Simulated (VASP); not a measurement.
Set up this calculation in VASP 6.6.1, as the native input.

| Property | Result |
| --- | --- |
| Task | single point |
| Functional | LDA |
| Potentials or basis | VASP PAW LDA potentials, release 64 (C, H) |
| Cutoff | 520 eV |
| k mesh | 6 × 4 × 1 |
| Occupations | gaussian, width 0.05 eV |
| Spin | no spin polarisation |
| Dipole correction | yes |
| Further INCAR settings | LREAL = Auto; ALGO = Normal; EDIFF = 1e-07; NBANDS = 68 |

The structure of HC12 lies in POSCAR:

```
HC12
1.0
    4.8892663280      0.0000000000      0.0000000000
   -2.4446331640      6.7739291692      0.0000000000
    0.0000000000      0.0000000000     22.7684096771
C H
24 2
Direct
    0.4020794403      0.3041588806      0.1756820110
    0.4020794403      0.8041588805      0.1756820110
    0.9020794403      0.3041588806      0.1756820110
    0.9020794403      0.8041588805      0.1756820110
    0.1630408159      0.3260816317      0.2059829668
    0.1630408159      0.8260816317      0.2059829668
    0.6630408159      0.3260816317      0.2059829668
    0.6630408159      0.8260816317      0.2059829668
    0.1846395683      0.3692791367      0.2666259491
    0.1846395683      0.8692791367      0.2666259491
    0.6846395683      0.3692791367      0.2666259491
    0.6846395683      0.8692791367      0.2666259491
    0.4461625696      0.3923265051      0.2960492075
    0.4461625696      0.8923265051      0.2960492075
    0.9461625696      0.3923265051      0.2960492075
    0.9461625696      0.8923265051      0.2960492075
    0.4715644646      0.4431294558      0.3591099590
    0.4715644646      0.9431294558      0.3591099590
    0.9715644646      0.4431294558      0.3591099590
    0.9715644646      0.9431294558      0.3591099590
    0.2327030006      0.4654044969      0.3851129614
    0.2327030006      0.9654044969      0.3851129614
    0.7327030006      0.4654044969      0.3851129614
    0.7327030006      0.9654044969      0.3851129614
    0.2327030006      0.8370293867      0.4610954312
    0.2327030006      1.0937796070      0.4610954312
```

The input as run:

INCAR

```
SYSTEM = HC12
PREC     = Accurate       ! precision mode
ENCUT    = 520            ! plane-wave cutoff, eV
EDIFF    = 1E-7           ! SCF threshold, eV
ISMEAR   = 0              ! smearing method
SIGMA    = 0.05           ! smearing width, eV
LREAL    = Auto         
LASPH    = .True.         ! aspherical terms in the spheres
NELM     = 60             ! most SCF steps
ALGO     = Normal         ! electronic algorithm
ISIF     = 2              ! what is computed and relaxed
LWAVE    = .False.        ! write WAVECAR
LCHARG   = .False.        ! write CHGCAR
LDIPOL   = .True.       
IDIPOL   = 3            
DIPOL    = 0.5 0.5 0.295
NBANDS   = 68             ! bands
```

KPOINTS

```
regular mesh
0
Gamma
  6 4 1
  0 0 0
```

Potentials or basis: VASP PAW LDA potentials, release 64 (C, H).

Command:

```console
$ cat potpaw_LDA.64/C/POTCAR potpaw_LDA.64/H/POTCAR > POTCAR
$ mpirun -np 1 vasp_std > vasp.out
```

It gave:

```yaml
Largest_force: 4.090 eV/Å
Band_gap_on_the_k_mesh: zero (bands 49 and 50 overlap by 0.01 eV)
```

It took 37 min on 1 thread of Intel(R) Xeon(R) Platinum 8259CL CPU @ 2.50GHz (Skylake/Cascade Lake), with other jobs on the host, peak memory 0.8 GiB.
